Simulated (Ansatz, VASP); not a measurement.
One calculation of C, two programs

The input INCAR:

```
PREC = Accurate
ENCUT = 520
EDIFF = 1E-6
ISMEAR = 0
SIGMA = 0.15
LREAL = False
LASPH = True
NELM = 60
ALGO = Normal
ISIF = 2
LWAVE = False
LCHARG = True
GGA = PE
LELF = True
LVHAR = True
NBANDS = 36
```

File KPOINTS:

```
regular mesh
0
Gamma
  18 18 2
```

Contents of POSCAR:

```
C
1.0
    2.4074891903      0.0000000000      0.0000000000
   -1.2037445952      2.0849467981      0.0000000000
    0.0000000000      0.0000000000     31.1840639849
C
12
Direct
    0.6666666667      0.3333333333      0.9805841193
    0.6666666667      0.3333333333      0.4859381446
    0.6666666667      0.3333333333      0.7453951854
    0.6666666667      0.3333333333      0.2507492107
    0.0000000000      0.0000000000      0.6156666650
    0.3333333333      0.6666666667      0.2453951854
    0.0000000000      0.0000000000      0.1156666650
    0.6666666667      0.3333333333      0.6156666650
    0.3333333333      0.6666666667      0.7507492107
    0.3333333333      0.6666666667      0.1156666650
    0.3333333333      0.6666666667      0.4805841193
    0.3333333333      0.6666666667      0.9859381446
```

Input for Ansatz:

```yaml
crystal:
  lattice:
    - [2.4074891903, 0.0, 0.0]
    - [-1.2037445952, 2.0849467981, 0.0]
    - [0.0, 0.0, 31.1840639849]
  atoms:
    - { symbol: C, position: [0.6666666667, 0.3333333333, 0.9805841193] }
    - { symbol: C, position: [0.6666666667, 0.3333333333, 0.4859381446] }
    - { symbol: C, position: [0.6666666667, 0.3333333333, 0.7453951854] }
    - { symbol: C, position: [0.6666666667, 0.3333333333, 0.2507492107] }
    - { symbol: C, position: [0.0, 0.0, 0.615666665] }
    - { symbol: C, position: [0.3333333333, 0.6666666667, 0.2453951854] }
    - { symbol: C, position: [0.0, 0.0, 0.115666665] }
    - { symbol: C, position: [0.6666666667, 0.3333333333, 0.615666665] }
    - { symbol: C, position: [0.3333333333, 0.6666666667, 0.7507492107] }
    - { symbol: C, position: [0.3333333333, 0.6666666667, 0.115666665] }
    - { symbol: C, position: [0.3333333333, 0.6666666667, 0.4805841193] }
    - { symbol: C, position: [0.3333333333, 0.6666666667, 0.9859381446] }
basis:
  ecutwfc: 520.0
kpoints:
  mp_grid: { grid: [18, 18, 2] }
hamiltonian:
  xc: pbe
  pseudopotentials: { kind: paw, azcp: { folder: soft_1 } }
scf:
  occupations: { method: gaussian, width: 0.15 }
output:
  forces: true
  stress: true
  eigenvalues: true
```

Alike in both runs: task single point; functional PBE; k mesh 18 × 18 × 2; occupations gaussian, width 0.15 eV; no spin polarisation.

|  | VASP | Ansatz |
| --- | --- | --- |
| version | VASP 6.6.1 | Ansatz 0.2.0 |
| potentials or method | VASP PAW PBE potentials, release 64 (C), cutoff 520 eV | scalar-relativistic, plane waves, PAW |
| valence electrons in the cell | 48 | 48 |

Ansatz gave:

```
gap on the k mesh at the Fermi level (eV) : none
rms of the force components (eV/Å)        : 1.311
```

Question: What did VASP give for the same quantities?

Answer: gap on the k mesh at the Fermi level (eV): none; rms of the force components (eV/Å): 1.306.

Atom by atom the forces differ by 0.005 eV/Å (rms over components). A gap of «none» marks a metal or a gap that the smearing closes.
